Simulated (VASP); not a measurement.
## AlN (CsCl type): relaxation of cell and atoms with PBE

AlN (CsCl type):

```
Al N
1.0
     2.50300    0.00000    0.00000
     0.00000    2.50300    0.00000
     0.00000    0.00000    2.50300
Al N
1 1
Cartesian
  0.0000 0.0000 0.0000
  1.2515 1.2515 1.2515
```

| Item | Value |
| --- | --- |
| Program | VASP 6.6.1 |
| Task | relaxation of cell and atoms |
| Functional | PBE |
| Potentials or basis | VASP PAW PBE potentials, release 64 (Al, N) |
| Cutoff | 600 eV |
| k mesh | 14 × 14 × 14 |
| Occupations | fermi-dirac, width 0.08 eV |
| Spin | no spin polarisation |
| Target pressure | 0.00054 GPa |
| Dipole correction | no |
| Further INCAR settings | ALGO = Normal; EDIFF = 1e-06; IBRION = 2; EDIFFG = -0.005; NSW = 60; ISIF = 3 |

```
Relaxed volume                                         : 8.93 Å³/atom
Relaxed cell                                           : a = 2.614 Å, b = 2.614 Å, c = 2.614 Å, α = 90.00°, β = 90.00°, γ = 90.00°
Space group after relaxing (to 0.05 Å)                 : Pm-3m (No. 221)
Energy change on relaxing (the enthalpy is what falls) : -97.8 meV/atom
Ionic steps                                            : 3
Pressure after relaxing                                : 0.0 GPa
Band gap on the k mesh                                 : zero (band 4 reaches 10.92 eV, above the bottom of band 5 at 10.00 eV)
```

Step by step:
| step | energy change (eV) | largest force (eV/Å) | pressure (GPa) | volume (Å³) |
| --- | --- | --- | --- | --- |
| 1 | 0.0000 | 0.0000 | 32.31 | 15.68 |
| 2 | -0.1132 | 0.0000 | -14.30 | 19.55 |
| 3 | -0.1955 | 0.0000 | -0.01 | 17.86 |

Final structure:
```
Al N
1.0
     2.61388    0.00000    0.00000
     0.00000    2.61388    0.00000
     0.00000    0.00000    2.61388
Al N
1 1
Cartesian
  0.0000 0.0000 0.0000
  1.3069 1.3069 1.3069
```

Levels at points of the mesh, in eV from the Fermi level:
```csv
k point,band 2,band 3,band 4,band 5,band 6,band 7
"(0.00, 0.00, 0.00)",-1.51,-1.51,-1.51,0.76,6.35,6.35
"(0.50, 0.00, 0.00)",-10.06,-0.47,-0.47,4.57,7.32,10.00
"(0.50, 0.50, 0.00)",-7.16,-7.16,-1.46,0.54,9.48,9.48
"(0.50, 0.50, 0.50)",-4.84,-4.84,-4.84,1.50,1.50,1.50
```

Wall time 46 s on 1 thread of AMD EPYC 7R13 (shared host), peak memory 0.11 GiB.

Caveat: the cell is relaxed towards a set pressure, so the enthalpy falls and the energy may rise.
